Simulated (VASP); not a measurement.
Runs of VASP 6.6.1 on Li2O. The structure is that of space group Fm-3m (No. 225), or close to it. The cells are those of the table. 

```csv
level,spin,cell,k mesh,smearing,gap on the mesh (eV),pressure (GPa)
PBE,off,"a = 3.291 Å, angles 60.0°, 3 atoms",2 × 2 × 2,gaussian 0.1 eV,4.75,0.6
PBE,off,"a = 3.048 Å, angles 61.9°, 3 atoms","2 × 2 × 2, shifted",gaussian 0.1 eV,(b),20.1
PBE,off,"a = 3.291 Å, angles 60.0°, 3 atoms",4 × 4 × 4,tetrahedron,4.93,-1.7
BLYP,"collinear, zero start","a = 3.291 Å, angles 60.0°, 3 atoms",2 × 1 × 3,fermi-dirac 0.1 eV,5.04,(a)
```

Alike in all rows: task single point; potentials or basis VASP PAW PBE potentials, release 64 (Li_sv, O); cutoff (eV) 750.

Task: Fill in the values left out.

Result: (a) 6.5; (b) 6.12.

Caveats: all runs use coarse meshes; the PAW data sets were made with another functional, which shifts forces and pressure a little (some runs).

A k mesh can miss the band edges.
